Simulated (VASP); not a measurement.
# MgS (P1) in VASP: a series of runs, part 2 of 2

VASP 6.6.1. Earlier steps stand in the parts before.

### 3 Single point, PBE

INCAR reads:

```
SYSTEM = MgS
ALGO = Normal
EDIFF = 1E-6
ENCUT = 520
GGA = PE
ISIF = 2
ISMEAR = -1
LASPH = .True.
LCHARG = .False.
LREAL = Auto
LWAVE = .False.
NBANDS = 46
NELM = 80
PREC = Accurate
SIGMA = 0.2241
```

KPOINTS reads:

```
Automatic mesh
0
Gamma
  2 2 2
  0.5 0.5 0.5
```

POSCAR reads:

```
MgS
1.0
    5.3712631248      0.0000000000     -5.3712631248
    0.0000000000      5.3712631248     -5.3712631248
    5.3712631248      5.3712631248      0.0000000000
Mg S
8 8
Direct
    0.5661335014      0.4534008004      0.0616810222
    0.4730558606      0.5733622480      0.4410805140
    0.4207453531      0.0144941698     -0.0055054089
    0.4926360781     -0.0487516612      0.5932118621
    0.0324126739      0.4074198097      0.0289380722
   -0.0010058156      0.4785435828      0.4407934307
   -0.0752488736     -0.0128866336     -0.0441260267
   -0.0613816513      0.0648223689      0.5123377753
    0.2844238803      0.2678434228      0.6999877706
    0.2586616905      0.2420637325      0.2403846116
    0.2543982613      0.7105069909      0.7403766875
    0.2726858592      0.7219045893      0.1950854903
    0.7413818514      0.2912707800      0.7128667710
    0.8198161955      0.1974033808      0.2067127367
    0.7641387891      0.8012406765      0.7038218781
    0.7241341393      0.7480415512      0.2790177962
```

Potentials or basis: VASP PAW PBE potentials, release 64 (Mg, S).

The run is started by

```bash
$ cat potpaw_PBE.64/Mg/POTCAR potpaw_PBE.64/S/POTCAR > POTCAR
$ mpirun -np 1 vasp_std > vasp.out
```

OUTCAR:

```text
SYSTEM = MgS
   EDIFF = 1E-6
   ENCUT = 520
   GGA = PE
   ISIF = 2
   ISMEAR = -1
   LASPH = .True.
   LREAL = Auto
   NELM = 80
   PREC = Accurate

 ion  position               nearest neighbor table
   1  0.566  0.453  0.062-  14 2.22  12 2.33  10 2.88  13 2.90  15 3.06   2 3.10   5 3.27   7 3.41
                             3 3.65
   2  0.473  0.573  0.441-  16 2.34  11 2.42  12 2.47   9 2.69  13 2.90   1 3.10   3 3.40
   3  0.421  0.014  0.994-   9 2.41  12 2.43  10 2.61  15 2.81   5 2.98   4 3.06  16 3.17  13 3.22
                             2 3.40   7 3.60   1 3.65
   4  0.493  0.951  0.593-  15 2.16   9 2.41  11 2.67  16 2.82   3 3.06  10 3.18  14 3.19   8 3.59
[... 986 lines left out ...]
  in kB       61.7194159     20.5034122     14.4533423     -6.2841613     -3.5063091     -6.2273399
  external PRESSURE =      32.2253902 kB  Pullay stress =       0.0000000 kB

 VOLUME and BASIS-vectors are now :
 -----------------------------------------------------------------------------
  energy-cutoff  :      520.00
  volume of cell :      309.93
      direct lattice vectors                 reciprocal lattice vectors
     5.371263125  0.000000000 -5.371263125     0.093087974 -0.093087974 -0.093087974
     0.000000000  5.371263125 -5.371263125    -0.093087974  0.093087974 -0.093087974
     5.371263125  5.371263125  0.000000000     0.093087974  0.093087974  0.093087974

 POSITION                                       TOTAL-FORCE (eV/Angst)
 -----------------------------------------------------------------------------------
      3.37216      2.76664     -5.47619        -2.527358     -0.723147      0.028955
      4.91007      5.44884     -5.62059         0.269870      0.492995      1.304053
      7.60163      5.41954     -2.33779         0.819360     -0.439416     -0.464236
      5.83238      8.29570     -7.75548        -2.548457     -0.749613      1.261016
      0.32953      2.34379     -2.36246        -1.155147      0.051027     -2.363673
      7.73348      4.93800     -7.93624         0.732782      1.177346     -0.898870
[... 8 lines left out ...]
      7.88480      8.08409     -8.40806         2.935420     -0.025716      0.723135
      5.38819      5.51661     -7.90744        -0.737055     -0.527965     -1.017302
 -----------------------------------------------------------------------------------
    total drift:                                0.000265      0.003481      0.000352

  FREE ENERGIE OF THE ION-ELECTRON SYSTEM (eV)
  ---------------------------------------------------
  free  energy   TOTEN  =       -63.3101948812 eV

  energy  without entropy=      -63.3021972025  energy(sigma->0) =      -63.30619604
```

OSZICAR:

```text
N       E                     dE             d eps       ncg     rms          rms(c)
DAV:   1     0.295627375996E+03    0.29563E+03   -0.24669E+04  1472   0.115E+03
DAV:   2    -0.354772168442E+02   -0.33110E+03   -0.31396E+03  1922   0.188E+02
DAV:   3    -0.672507989966E+02   -0.31774E+02   -0.31535E+02  1824   0.623E+01
DAV:   4    -0.678321408603E+02   -0.58134E+00   -0.57993E+00  1824   0.101E+01
DAV:   5    -0.678446729475E+02   -0.12532E-01   -0.12528E-01  1788   0.152E+00    0.133E+01
DAV:   6    -0.637477520785E+02    0.40969E+01   -0.76462E+00  1634   0.795E+00    0.101E+01
DAV:   7    -0.633183847259E+02    0.42937E+00   -0.20239E+00  1762   0.427E+00    0.666E+00
DAV:   8    -0.633117243125E+02    0.66604E-02   -0.16527E-01  1780   0.158E+00    0.114E+00
DAV:   9    -0.633095971949E+02    0.21271E-02   -0.16888E-02  1754   0.478E-01    0.504E-01
DAV:  10    -0.633099358279E+02   -0.33863E-03   -0.18219E-03  1908   0.159E-01    0.298E-01
DAV:  11    -0.633101790894E+02   -0.24326E-03   -0.78513E-04  1724   0.112E-01    0.737E-02
DAV:  12    -0.633101923116E+02   -0.13222E-04   -0.50383E-05  1808   0.334E-02    0.668E-02
DAV:  13    -0.633101937691E+02   -0.14575E-05   -0.41287E-05  1800   0.231E-02    0.225E-02
DAV:  14    -0.633101948613E+02   -0.10922E-05   -0.69589E-06  1674   0.108E-02    0.839E-03
DAV:  15    -0.633101948812E+02   -0.19930E-07   -0.12085E-06   976   0.424E-03
   1 F= -.63310195E+02 E0= -.63306196E+02  d E =-.799768E-02
```

stdout:

```text
POSCAR found type information on POSCAR MgS
 POSCAR found :  2 types and      16 ions
 scaLAPACK will be used
 LDA part: xc-table for (Slater+PW92), standard interpolation
 POSCAR, INCAR and KPOINTS ok, starting setup
 FFT: planning ... GRIDC
 FFT: planning ... GRID_SOFT
 FFT: planning ... GRID
 WAVECAR not read
 entering main loop
```

Wall time 9.6 min (1 thread of AMD EPYC 7R13, shared host); peak memory 0.44 GiB.

Results:

| Item | Value |
| --- | --- |
| Free energy | -63.3102 eV |
| Pressure | 3.2 GPa |
| Largest force | 3.023 eV/Å |
| Band gap on the k mesh | 2.80 eV (least direct gap 2.85 eV) |

Forces on the atoms (eV/Å):
```
Mg  -2.527 -0.723  0.029
Mg   0.270  0.493  1.304
Mg   0.819 -0.439 -0.464
Mg  -2.548 -0.750  1.261
Mg  -1.155  0.051 -2.364
Mg   0.733  1.177 -0.899
Mg   1.073 -0.488 -0.042
Mg   0.876 -1.495 -0.020
S   -0.713  0.300  0.213
S    0.531 -0.888  0.354
S   -0.571  1.677 -0.293
S    0.055  0.679  0.118
S    0.348  1.184  0.289
S    0.611 -0.224  0.808
S    2.935 -0.026  0.723
S   -0.737 -0.528 -1.017
```

Caveat: the cell stands under pressure; the atoms stand as in a frame of molecular dynamics; a shifted mesh leaves out Γ, where band edges can lie; forces of over 1 eV/Å act on the atoms, so gaps and moduli don't describe the material at rest. A k mesh can miss the band edges.

### 4 Single point, PBE

INCAR reads:

```
ALGO = Normal ; EDIFF = 1E-6
ENCUT = 520 ; GGA = PE
ISIF = 2 ; ISMEAR = -1
LASPH = True ; LCHARG = False
LREAL = Auto ; LWAVE = False
NBANDS = 46 ; NELM = 80
PREC = Accurate ; SIGMA = 0.2241
```

KPOINTS is that of step 3.

POSCAR reads:

```
MgS
1.0
    5.3712631248      0.0000000000     -5.3712631248
    0.0000000000      5.3712631248     -5.3712631248
    5.3712631248      5.3712631248      0.0000000000
Mg S
8 8
Direct
    0.5574438322      0.4241995685      0.0267139212
    0.3982517613      0.5630885938      0.4859067484
    0.4535190221      0.0098114724     -0.0149683600
    0.5062309250     -0.0838418245      0.5308988656
    0.0040268927      0.4675608775     -0.0705114405
   -0.0313562185      0.5588064539      0.4390875005
   -0.0425042480     -0.0160814129     -0.0934144331
    0.0126025291      0.0225037384      0.4948056795
    0.2760992090      0.2437852084      0.7009838119
    0.2481318582      0.2692263377      0.2280440320
    0.2043762286      0.7533480312      0.7450127478
    0.3034840152      0.7301838336      0.1814445648
    0.7309074065      0.3574995221      0.6715802068
    0.7911087953      0.1950689206      0.2500941527
    0.8141453692      0.7678331715      0.7135924848
    0.6706002697      0.7930751857      0.2210963180
```

The run is started by

```bash
$ cat potpaw_PBE.64/Mg/POTCAR potpaw_PBE.64/S/POTCAR > POTCAR
$ mpirun -np 1 vasp_std > vasp.out
```

Wall time 9.4 min (1 thread of AMD EPYC 7R13, shared host); peak memory 0.45 GiB.

It converged, with:

```yaml
Free_energy: -63.4197 eV
Pressure: 1.0 GPa
Largest_force: 3.952 eV/Å
Band_gap_on_the_k_mesh: 2.73 eV (least direct gap 2.80 eV)
```

Forces on the atoms (eV/Å):
```
Mg  -0.048  0.417  0.495
Mg   1.429 -1.091 -0.315
Mg  -0.384  0.360 -0.530
Mg  -0.301  0.696 -1.030
Mg   1.888  0.357  0.995
Mg   0.111 -0.724 -0.990
Mg   0.261  3.940  0.150
Mg  -1.899 -0.349 -0.858
S    0.030 -0.180  0.333
S   -0.414 -0.178  0.294
S    1.385 -1.964 -1.057
S   -1.378 -0.154  1.383
S    0.945 -0.208  1.419
S   -0.865 -0.516 -0.560
S   -2.209 -0.045  1.174
S    1.448 -0.363 -0.905
```

Stress tensor (GPa, compression positive):
```
 1.84 -0.52 -1.08
-0.52  0.96  0.23
-1.08  0.23  0.15
```

Levels at points of the mesh, in eV from the valence-band top:
| k point | band 30 | band 31 | band 32 | band 33 | band 34 | band 35 |
| --- | --- | --- | --- | --- | --- | --- |
| (0.25, 0.25, 0.25) | -0.43 | -0.22 | 0.00 | 2.81 | 2.89 | 3.09 |

Caveat: the atoms stand as in a frame of molecular dynamics; a shifted mesh leaves out Γ, where band edges can lie; forces of over 1 eV/Å act on the atoms, so gaps and moduli don't describe the material at rest. A k mesh can miss the band edges.

### 5 Overview

```csv
cell,gap on the mesh (eV),pressure (GPa),largest force (eV/Å)
"as given, atomic positions A",2.63,1.6,4.92
"as given, atomic positions B",2.80,3.2,3.02
"as given, atomic positions C",2.73,1.0,3.95
```

Alike in all rows: task single point; level PBE; potentials or basis VASP PAW PBE potentials, release 64 (Mg, S); no spin polarisation; k mesh 2 × 2 × 2, shifted; cutoff (eV) 520; smearing fermi-dirac 0.2241 eV.

Caveats: the atoms stand as in a frame of molecular dynamics; a shifted mesh leaves out Γ, where band edges can lie; forces of over 1 eV/Å act on the atoms, so gaps and moduli don't describe the material at rest; the cell stands under pressure (at least some runs).

Absolute energies hang on the potentials; compare differences alone.
